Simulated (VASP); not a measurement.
# PtSe2 in VASP: single point with PBEsol

Aim: the single point of PtSe2 with PBEsol.

All numbers are computed with VASP 6.6.1; they aren't measurements. Logs are shortened: lines on timing, memory, paths and dates and some standing lists are left out, and cuts for length are marked.

### 1 The cell of the first run

The typed cell holds 6 atoms: a = 3.761 Å, b = 7.518 Å, c = 4.869 Å, α = 90.00°, β = 90.02°, γ = 120.01°.

### 2 Single point, PBEsol

INCAR reads:

```
SYSTEM = PtSe2
PREC     = Accurate       ! precision mode
ENCUT    = 520            ! plane-wave cutoff, eV
EDIFF    = 1E-6           ! SCF threshold, eV
ISMEAR   = -1             ! smearing method
SIGMA    = 0.05           ! smearing width, eV
LREAL    = .False.        ! projectors in reciprocal space
LASPH    = .True.         ! aspherical terms in the spheres
NELM     = 60             ! most SCF steps
ALGO     = Normal         ! electronic algorithm
ISIF     = 2              ! what is computed and relaxed
LWAVE    = .False.        ! write WAVECAR
LCHARG   = .True.         ! write CHGCAR
GGA      = PS             ! functional
LELF     = .True.         ! ELF
LVHAR    = .True.       
NBANDS   = 31             ! bands
```

KPOINTS reads:

```
Automatic mesh
0
Gamma
  6 6 4
  0 0 0
```

POSCAR reads:

```
PtSe2
1.0
    3.7607208606      0.0000689037     -0.0007740959
   -3.7605558923      6.5094085153      0.0001334360
   -0.0008077462     -0.0004706426      4.8691303116
Pt Se
2 4
Direct
   -0.0175522769      0.0055147665      0.0160005377
   -0.0175362724      0.5055111813      0.0161541140
    0.3159453568      0.3389028811      0.2766802720
    0.6488926860      0.1720732298      0.7555022424
    0.3160691435      0.8390356197      0.2766034697
    0.6489179339      0.6720382348      0.7555089295
```

Potentials or basis: VASP PAW PBE potentials, release 64 (Pt, Se).

Run with:

```sh
$ cat potpaw_PBE.64/Pt/POTCAR potpaw_PBE.64/Se/POTCAR > POTCAR
$ mpirun -np 1 vasp_std > vasp.out
```

OUTCAR:

```text
SYSTEM = PtSe2
   PREC = Accurate
   ENCUT = 520
   EDIFF = 1E-6
   ISMEAR = -1
   LREAL = .False.
   LASPH = .True.
   NELM = 60
   ISIF = 2
   GGA = PS

 ion  position               nearest neighbor table
   1  0.982  0.006  0.016-   3 2.51   6 2.51   5 2.51   4 2.51   4 2.51   5 2.51
   2  0.982  0.506  0.016-   5 2.51   4 2.51   3 2.51   6 2.51   3 2.51   6 2.51
   3  0.316  0.339  0.277-   1 2.51   2 2.51   2 2.51
   4  0.649  0.172  0.756-   1 2.51   2 2.51   1 2.51
   5  0.316  0.839  0.277-   1 2.51   2 2.51   1 2.51
   6  0.649  0.672  0.756-   1 2.51   2 2.51   2 2.51

  LATTYP: Found a triclinic cell.
 ALAT       =     3.7607209409
 B/A-ratio  =     1.9989761214
 C/A-ratio  =     1.2947332381
 COS(alpha) =     0.0000170387
 COS(beta)  =     0.0003717301
 COS(gamma) =     0.5002182740

  Lattice vectors:

 A1 = (   3.7607208606,   0.0000689037,  -0.0007740959)
 A2 = (   3.7605558923,  -6.5094085153,  -0.0001334360)
 A3 = (   0.0008077462,   0.0004706426,  -4.8691303116)

Analysis of symmetry for initial positions (statically):
=====================================================================
 Subroutine PRICEL returns:
 Original cell was already a primitive cell.

 Routine SETGRP: Setting up the symmetry group for a
 triclinic supercell.

 Subroutine GETGRP returns: Found  1 space group operations
 (whereof  1 operations were pure point group operations)
 out of a pool of  2 trial point group operations.

The static configuration has the point symmetry C_1 .

Analysis of symmetry for dynamics (positions and initial velocities):
=====================================================================
 Subroutine PRICEL returns:
 Original cell was already a primitive cell.

 Routine SETGRP: Setting up the symmetry group for a
 triclinic supercell.

 Subroutine GETGRP returns: Found  1 space group operations
 (whereof  1 operations were pure point group operations)
 out of a pool of  2 trial point group operations.

The dynamic configuration has the point symmetry C_1 .

 Subroutine INISYM returns: Found  1 space group operations
 (whereof  1 operations are pure point group operations),
 and found     1 'primitive' translations

----------------------------------------------------------------------------------------

                                     Primitive cell

  volume of cell :     119.1979

  direct lattice vectors                    reciprocal lattice vectors
     3.760720861  0.000068904 -0.000774096     0.265903665  0.153615430  0.000058959
    -3.760555892  6.509408515  0.000133436    -0.000002812  0.153622164  0.000014848
    -0.000807746 -0.000470643  4.869130312     0.000042274  0.000020212  0.205375494

  length of vectors
     3.760720941  7.517591360  4.869130401     0.307087061  0.153622165  0.205375499

  position of ions in fractional coordinates (direct lattice)
     0.982447723  0.005514766  0.016000538
     0.982463728  0.505511181  0.016154114
     0.315945357  0.338902881  0.276680272
     0.648892686  0.172073230  0.755502242
     0.316069144  0.839035620  0.276603470
     0.648917934  0.672038235  0.755508930

  ion indices of the primitive-cell ions
   primitive index   ion index
                 1           1
                 2           2
                 3           3
                 4           4
                 5           5
                 6           6

----------------------------------------------------------------------------------------

 KPOINTS: Automatic mesh

Automatic generation of k-mesh.
 Grid dimensions read from file:
 generate k-points for:    6    6    4

 Generating k-lattice:

  Cartesian coordinates                     Fractional coordinates (reciprocal lattice)
     0.044317278  0.025602572  0.000009827     0.166666667 -0.000000000 -0.000000000
    -0.000000469  0.025603694  0.000002475     0.000000000  0.166666667 -0.000000000
     0.000010568  0.000005053  0.051343874     0.000000000 -0.000000000  0.250000000

  Length of vectors
     0.051181177  0.025603694  0.051343875

  Shift w.r.t. Gamma in fractional coordinates (k-lattice)
     0.000000000  0.000000000  0.000000000

 Subroutine IBZKPT returns following result:
 ===========================================

 Found     76 irreducible k-points:

 Following reciprocal coordinates:
            Coordinates               Weight
  0.000000  0.000000  0.000000      1.000000
  0.166667  0.000000  0.000000      2.000000
  0.333333  0.000000  0.000000      2.000000
  0.500000  0.000000  0.000000      1.000000
  0.000000  0.166667  0.000000      2.000000
  0.166667  0.166667  0.000000      2.000000
[... 16 lines left out ...]
  0.333333  0.000000  0.250000      2.000000
  0.500000  0.000000  0.250000      2.000000
 [... further k-points ...]
   k-points           NKPTS =     76   k-points in BZ     NKDIM =     76   number of bands    NBANDS=     31
   number of dos      NEDOS =    301   number of ions     NIONS =      6
   total plane-waves  NPLWV =  56448
   dimension x,y,z NGX =    28 NGY =   56 NGZ =   36
   dimension x,y,z NGXF=    56 NGYF=  112 NGZF=   72
   ions per type =               2   4
   NGX,Y,Z   is equivalent  to a cutoff of  12.38, 12.38, 12.29 a.u.
   NGXF,Y,Z  is equivalent  to a cutoff of  24.76, 24.77, 24.58 a.u.
 SYSTEM =  PtSe2
   PREC   = accura    normal or accurate (medium, high low for compatibility)
   ISTART =      0    job   : 0-new  1-cont  2-samecut
   ICHARG =      2    charge: 1-file 2-atom 10-const
   ISPIN  =      1    spin polarized calculation?
   LNONCOLLINEAR =      F non collinear calculations
   LSORBIT =      F    spin-orbit coupling
   LASPH  =      T    aspherical Exc in radial PAW
   ENCUT  =  520.0 eV  38.22 Ry    6.18 a.u.   6.99 13.98  9.05*2*pi/ulx,y,z
   NELM   =     60;   NELMIN=  2; NELMDL= -5     # of ELM steps
   EDIFF  = 0.1E-05   stopping-criterion for ELM
   LREAL  =      F    real-space projection
[... 7 lines left out ...]
   TEBEG  =    0.0;   TEEND  =   0.0 temperature during run
   PSTRESS=    0.0 pullay stress
   NELECT =      44.0000    total number of electrons
   NUPDOWN=      -1.0000    fix difference up-down
   EMIN   =  10.00;   EMAX   =-10.00  energy-range for DOS
   EFERMI =   0.00;   METHOD = LEGACY
   ISMEAR =    -1;   SIGMA  =   0.05  broadening in eV -4-tet -1-fermi 0-gaus
   EFERMI_NEDOS =   21; number of points for ismear=-14 and -15
   IALGO  =     38    algorithm
   IMIX   =      4    mixing-type and parameters
     AMIX     =   0.40;   BMIX     =  1.00
     AMIX_MAG =   1.60;   BMIX_MAG =  1.00
  volume/ion in A,a.u.               =      19.87       134.06
  Fermi-wavevector in a.u.,A,eV,Ry     =   1.174364  2.219227 18.764225  1.379132
  Thomas-Fermi vector in A             =   2.310763
   LORBIT       =      0    0 simple, 1 ext, 2 COOP (PROOUT), +10 PAW based schemes
   GGA     = PS    functional components
   LHFCALC =     F    Hartree Fock is set to
   AEXX    =    0.0000 exact exchange contribution
   IVDW    =     0    specifies the selected vdW correction
   LEPSILON=     F    determine dielectric tensor
   LRPA    =     F    only Hartree local field effects (RPA)
 non-spin polarized calculation
  energy-cutoff  :      520.00
  volume of cell :      119.20
 maximum number of plane-waves:      3250
   NGX = 13   NGY = 27   NGZ = 19

 number of electron      44.0000000 magnetization

 Free energy of the ion-electron system (eV)
  ---------------------------------------------------
  ext. energy  EPLUGINS =         0.00000000
  ---------------------------------------------------
  free energy    TOTEN  =       -31.81785855 eV

  energy without entropy =      -31.80383662  energy(sigma->0) =      -31.81084758

 E-fermi :   6.5513     XC(G=0): -10.9555

 val. band max:        6.5292666324   @ k =  -0.3333   0.0000   0.2500
 cond. band min:       6.5888902338   @ k =  -0.3333   0.1667   0.2500
 fundamental gap:      0.0596236014
 Fermi energy:         6.5512532126

 k-point     1 :       0.0000    0.0000    0.0000
  band No.  band energies     occupation
      1      -9.1581      2.00000
      2      -7.3375      2.00000
      3      -7.1197      2.00000
      4      -6.0915      2.00000
      5      -0.6612      2.00000
      6      -0.6240      2.00000
[... 23 lines left out ...]
     30      12.5219      0.00000
     31      13.5338      0.00000

 k-point     2 :       0.1667    0.0000    0.0000
  band No.  band energies     occupation
      1      -8.8599      2.00000
      2      -7.5347      2.00000
      3      -6.8884      2.00000
      4      -6.2541      2.00000
      5      -0.2994      2.00000
      6      -0.2603      2.00000
[... 23 lines left out ...]
     30      13.1683      0.00000
     31      13.3496      0.00000

 k-point     3 :       0.3333    0.0000    0.0000
  band No.  band energies     occupation
      1      -8.0904      2.00000
      2      -7.5357      2.00000
      3      -6.8885      2.00000
      4      -6.6394      2.00000
      5      -0.2992      2.00000
      6       0.1406      2.00000
[... 23 lines left out ...]
     30      13.1711      0.00000
     31      13.9786      0.00000

 k-point     4 :       0.5000    0.0000    0.0000
  band No.  band energies     occupation
      1      -7.3433      2.00000
      2      -7.3417      2.00000
      3      -7.1174      2.00000
      4      -7.1163      2.00000
      5      -0.6612      2.00000
      6      -0.6609      2.00000
[... 23 lines left out ...]
     30      12.5275      0.00000
     31      13.5313      0.00000

 k-point     5 :       0.0000    0.1667    0.0000
  band No.  band energies     occupation
      1      -9.0817      2.00000
      2      -7.6479      2.00000
      3      -6.8888      2.00000
      4      -6.1347      2.00000
      5      -0.5297      2.00000
      6      -0.4256      2.00000
[... 23 lines left out ...]
     30      12.6984      0.00000
     31      13.4662      0.00000
[... 542 lines left out ...]
     30      11.8971      0.00000
     31      13.5007      0.00000

 k-point    22 :       0.1667    0.0000    0.2500
  band No.  band energies     occupation
      1      -8.5849      2.00000
      2      -7.3544      2.00000
      3      -7.0421      2.00000
      4      -6.7814      2.00000
      5      -0.3311      2.00000
      6      -0.1117      2.00000
[... 23 lines left out ...]
     30      12.8227      0.00000
     31      13.4966      0.00000

 k-point    23 :       0.3333    0.0000    0.2500
  band No.  band energies     occupation
      1      -7.8215      2.00000
      2      -7.4951      2.00000
      3      -6.9777      2.00000
      4      -6.8609      2.00000
      5      -0.5466      2.00000
      6       0.0338      2.00000
[... 23 lines left out ...]
     30      12.7149      0.00000
     31      14.1791      0.00000

 k-point    24 :       0.5000    0.0000    0.2500
  band No.  band energies     occupation
      1      -7.3828      2.00000
      2      -7.3811      2.00000
      3      -6.9952      2.00000
      4      -6.9938      2.00000
      5      -0.8587      2.00000
      6      -0.8585      2.00000
[... 23 lines left out ...]
     30      11.7437      0.00000
     31      15.1463      0.00000

 [... further k-points ...]

------------------------ aborting loop because EDIFF is reached ----------------------------------------

  FORCE on cell =-STRESS in cart. coord.  units (eV):
  Direction    XX          YY          ZZ          XY          YZ          ZX
  --------------------------------------------------------------------------------------
  -------------------------------------------------------------------------------------
  Total        0.0719348      0.0551366      0.0439215     -0.0091088     -0.0103774      0.0136624
  in kB        0.9668995      0.7411085      0.5903636     -0.1224337     -0.1394860      0.1836404
  external PRESSURE =       0.7661239 kB  Pullay stress =       0.0000000 kB

 VOLUME and BASIS-vectors are now :
 -----------------------------------------------------------------------------
  energy-cutoff  :      520.00
  volume of cell :      119.20
      direct lattice vectors                 reciprocal lattice vectors
     3.760720861  0.000068904 -0.000774096     0.265903665  0.153615430  0.000058959
    -3.760555892  6.509408515  0.000133436    -0.000002812  0.153622164  0.000014848
    -0.000807746 -0.000470643  4.869130312     0.000042274  0.000020212  0.205375494

 POSITION                                       TOTAL-FORCE (eV/Angst)
 -----------------------------------------------------------------------------------
      3.67396      0.03596      0.07715        -0.000109     -0.000126      0.002314
      1.79376      3.29064      0.07796         0.000246     -0.000010     -0.002706
     -0.08650      2.20595      1.34699         0.000419      0.003491      0.015373
      1.79260      1.11978      3.67816         0.000243      0.000404     -0.017034
     -1.96682      5.46152      1.34669         0.000727     -0.002582      0.017174
     -0.08745      4.37426      3.67826        -0.001527     -0.001176     -0.015122
 -----------------------------------------------------------------------------------
    total drift:                                0.000066     -0.000149      0.000169

  FREE ENERGIE OF THE ION-ELECTRON SYSTEM (eV)
  ---------------------------------------------------
  free  energy   TOTEN  =       -31.8178585491 eV

  energy  without entropy=      -31.8038366192  energy(sigma->0) =      -31.81084758
```

Run time: 2.2 min. Hardware: 1 thread of Intel Xeon Platinum 8488C (Sapphire Rapids), shared host; peak memory 0.39 GiB.

Results:

```yaml
Free_energy: -31.8179 eV
Pressure: 0.1 GPa
Largest_force: 0.017 eV/Å
Band_gap_on_the_k_mesh: zero (bands 22 and 23 overlap by 0.57 eV)
```

Forces in eV/Å, atoms in the order of the input:
```
Pt   0.000  0.000  0.002
Pt   0.000  0.000 -0.003
Se   0.000  0.003  0.015
Se   0.000  0.000 -0.017
Se   0.001 -0.003  0.017
Se  -0.002 -0.001 -0.015
```

Levels at points of the mesh, in eV from the Fermi level:
| k point | band 19 | band 20 | band 21 | band 22 | band 23 | band 24 | band 25 | band 26 |
| --- | --- | --- | --- | --- | --- | --- | --- | --- |
| (0.00, 0.00, 0.00) | -2.47 | -1.02 | -1.02 | 0.54 | 0.74 | 1.20 | 1.21 | 2.50 |
| (0.50, 0.00, 0.00) | -3.30 | -3.30 | -2.93 | -2.93 | 0.54 | 0.54 | 2.49 | 2.50 |
| (0.00, 0.50, 0.00) | -1.91 | -1.91 | -1.33 | -1.33 | 1.48 | 1.48 | 1.84 | 1.84 |
| (0.50, 0.50, 0.00) | -2.66 | -2.66 | -0.86 | -0.86 | 0.20 | 0.21 | 0.81 | 0.81 |
| (0.00, 0.00, 0.50) | -1.68 | -1.64 | -1.64 | -1.15 | 0.74 | 1.48 | 2.35 | 2.35 |
| (0.50, 0.00, 0.50) | -2.69 | -2.69 | -1.15 | -1.15 | 0.73 | 0.74 | 1.47 | 1.47 |
| (0.00, 0.50, 0.50) | -1.44 | -1.44 | -1.32 | -1.32 | 0.69 | 0.69 | 1.03 | 1.03 |
| (0.50, 0.50, 0.50) | -2.69 | -2.69 | -2.11 | -2.11 | 1.65 | 1.65 | 1.98 | 1.98 |

Caveat: the PAW data sets were made with another functional, which shifts forces and pressure a little; spin-orbit coupling is left out, which moves the levels of the heavy elements.
